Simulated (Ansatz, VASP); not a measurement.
## Two plane-wave programs on K4HgPd2

File POSCAR:

```
K4HgPd2
1.0
    2.7833057800      4.8208275400      0.0000000000
   -2.7833057800      4.8208275400      0.0000000000
    0.0000000000     -3.2138817200      8.8268048100
K Hg Pd
4 1 2
Direct
    0.3891000000      0.3891000000      0.1673000000
    0.6109000000      0.6109000000      0.8327000000
    0.2080000000      0.2080000000      0.6240000000
    0.7920000000      0.7920000000      0.3760000000
    0.0000000000      0.0000000000      0.0000000000
    0.0883000000      0.0883000000      0.2649000000
    0.9117000000      0.9117000000      0.7351000000
```

File INCAR.step1:

```
ALGO = Normal ; EDIFF = 1E-4
ENCUT = 520 ; GGA = PE
ISMEAR = 0 ; LASPH = T
LCHARG = F ; LREAL = F
LWAVE = T ; NBANDS = 43
NELM = 100 ; PREC = Accurate
SIGMA = 0.05
```

The input INCAR.step2:

```
ALGO = Normal ; EDIFF = 1E-6
ENCUT = 520 ; ISIF = 2
ISMEAR = 0 ; ISTART = 1
LASPH = T ; LCHARG = F
LMIXTAU = T ; LREAL = F
LWAVE = F ; METAGGA = R2SCAN
NBANDS = 43 ; NELM = 100
PREC = Accurate ; SIGMA = 0.05
```

KPOINTS

```
k-points
0
Gamma
  4 4 4
```

Input for Ansatz:

```yaml
crystal:
  lattice:
    - [2.78330578, 4.82082754, 0.0]
    - [-2.78330578, 4.82082754, 0.0]
    - [0.0, -3.21388172, 8.82680481]
  atoms:
    - { symbol: K, position: [0.3891, 0.3891, 0.1673] }
    - { symbol: K, position: [0.6109, 0.6109, 0.8327] }
    - { symbol: Hg, position: [0.0, 0.0, 0.0] }
    - { symbol: Pd, position: [0.0883, 0.0883, 0.2649] }
    - { symbol: Pd, position: [0.9117, 0.9117, 0.7351] }
    - { symbol: K, position: [0.208, 0.208, 0.624] }
    - { symbol: K, position: [0.792, 0.792, 0.376] }
  symmetry: { tolerance: 0.0003 }
kpoints:
  mp_grid: { grid: [4, 4, 4], shift: [0, 0, 0] }
magnetization:
  spin_polarized: false
scf:
  occupations: { method: gaussian, width: 0.05 }
  eigensolver: { kind: davidson }
hamiltonian:
  pseudopotentials: { kind: paw }
  xc: r2scan
basis:
  ecutwfc: 500
  precision: f64
output:
  forces: true
  stress: true
  eigenvalues: true
```

Alike in both runs: task single point; functional r2SCAN; k mesh 4 × 4 × 4; occupations gaussian, width 0.05 eV; no spin polarisation.

|  | VASP | Ansatz |
| --- | --- | --- |
| version | VASP 6.6.1 | Ansatz 0.2.0 |
| potentials or method | VASP PAW PBE potentials, release 64 (K_sv, Hg, Pd), cutoff 520 eV | PAW plane waves |
| valence electrons in the cell | 68 | 92 |

```csv
,VASP,Ansatz,Ansatz less VASP
gap on the k mesh at the Fermi level (eV),none,none,-
pressure (GPa),5.0,4.8,-0.26
rms of the force components (eV/Å),1.132,1.066,-0.0666
```

VASP's potentials were made for PBE, not for r2SCAN. A gap of «none» marks a metal or a gap that the smearing closes. The functional is the same, so the differences come from potentials, cutoffs and numerics. VASP's potentials hold 68 valence electrons a cell and Ansatz's 92, so a difference there can come from the potentials and not from the codes. Ansatz's warnings: structure snapped to symmetry.

Neither program's run includes spin-orbit coupling.
